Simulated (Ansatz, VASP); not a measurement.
# Two plane-wave programs on KF

Contents of INCAR:

```
PREC     = Accurate       # precision mode
ENCUT    = 520            # plane-wave cutoff, eV
EDIFF    = 1E-6           # SCF threshold, eV
ISMEAR   = 0              # smearing method
SIGMA    = 0.05           # smearing width, eV
LREAL    = F              # projectors in reciprocal space
LASPH    = T              # aspherical terms in the spheres
NELM     = 80             # most SCF steps
ALGO     = Normal         # electronic algorithm
ISIF     = 2              # what is computed and relaxed
LWAVE    = F              # write WAVECAR
LCHARG   = F              # write CHGCAR
GGA      = PE             # functional
NBANDS   = 15             # bands
```

The input KPOINTS:

```
Automatic mesh
0
Gamma
  8 8 8
```

The input POSCAR:

```
KF
1.0
    0.0000000000      2.7105354767      2.5072453159
    2.6631011059      0.0000000000      2.5072453159
    2.6631011059      2.7105354767      0.0000000000
K F
1 1
Direct
    0.0000000000      0.0000000000      0.0000000000
    0.5000000000      0.5000000000      0.5000000000
```

Input for Ansatz:

```yaml
crystal:
  lattice:
    - [0.0, 2.7105354767, 2.5072453159]
    - [2.6631011059, 0.0, 2.5072453159]
    - [2.6631011059, 2.7105354767, 0.0]
  atoms:
    - { symbol: K, position: [0.0, 0.0, 0.0] }
    - { symbol: F, position: [0.5, 0.5, 0.5] }
basis:
  ecutwfc: 520.0
kpoints:
  mp_grid: { grid: [8, 8, 8] }
hamiltonian:
  xc: pbe
scf:
  occupations: { method: gaussian, width: 0.05 }
output:
  forces: true
  stress: true
  eigenvalues: true
```

Change from the starting cell: normal strain along x -0.0175, normal strain along z -0.0750.

Alike in both runs: task single point; functional PBE; k mesh 8 × 8 × 8; occupations gaussian, width 0.05 eV; no spin polarisation.

```csv
,VASP,Ansatz
version,VASP 6.6.1,Ansatz 0.2.0
potentials or method,"VASP PAW PBE potentials, release 64 (K_sv, F), cutoff 520 eV","scalar-relativistic, plane waves, PAW"
valence electrons in the cell,16,16
```

Ansatz gave:

```
gap on the k mesh at the Fermi level (eV)                     : 6.33
least direct gap on the mesh (eV)                             : 6.33
pressure (GPa)                                                : 4.0
traceless stress, the component that is largest in VASP (GPa) : 3.97
```

Task: Which values does VASP return?

Result: gap on the k mesh at the Fermi level (eV): 6.31; least direct gap on the mesh (eV): 6.31; pressure (GPa): 4.1; traceless stress, the component that is largest in VASP (GPa): 4.12.

With one functional, cell and mesh, what is left measures potentials, basis and numerics.
